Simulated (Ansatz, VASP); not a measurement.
**Two plane-wave programs on B**

INCAR

```
SYSTEM = B
  PREC = Accurate
  ENCUT = 520
  EDIFF = 1E-7
  ISMEAR = -1
  SIGMA = 0.1
  LREAL = .False.
  LASPH = .True.
  NELM = 80
  ALGO = Normal
  ISIF = 2
  LWAVE = .False.
  LCHARG = .False.
  GGA = PE
  NBANDS = 8
```

Contents of KPOINTS:

```
regular mesh
0
Gamma
  19 19 19
  0 0 0
```

Contents of POSCAR:

```
B
1.0
    1.9564797694      0.0000000000      0.0000000000
    0.0000000000      1.9564797694      0.0000000000
    0.0000000000      0.0000000000      1.9564797694
B
1
Direct
    0.0000000000      0.0000000000      0.0000000000
```

Input for Ansatz:

```yaml
crystal:
  lattice:
    - [1.9564797694, 0.0, 0.0]
    - [0.0, 1.9564797694, 0.0]
    - [0.0, 0.0, 1.9564797694]
  atoms:
    - { symbol: B, position: [0.0, 0.0, 0.0] }
hamiltonian:
  xc: pbe
  pseudopotentials:
    kind: paw
    azcp:
      B: "pseudopotentials/B.paw.azcp"
basis:
  ecutwfc: 420
  fft_grid_basis: typed
kpoints:
  mp_grid: { grid: [19, 19, 19], shift: [0, 0, 0] }
magnetization:
  spin_polarized: false
scf:
  occupations: { method: fermi_dirac, width: 0.1 }
  lower_state_search: "off"
output:
  stress: true
```

Alike in both runs: task single point; functional PBE; k mesh 19 × 19 × 19; occupations fermi-dirac, width 0.1 eV; no spin polarisation.

```csv
,VASP,Ansatz
version,VASP 6.6.1,Ansatz 0.2.0
potentials or method,"VASP PAW PBE potentials, release 64 (B), cutoff 520 eV","plane waves (420 eV) with PAW, scalar-relativistic"
valence electrons in the cell,3,3
```

```csv
,VASP,Ansatz,Ansatz less VASP
pressure (GPa),-21.4,-21.4,-0.01
```
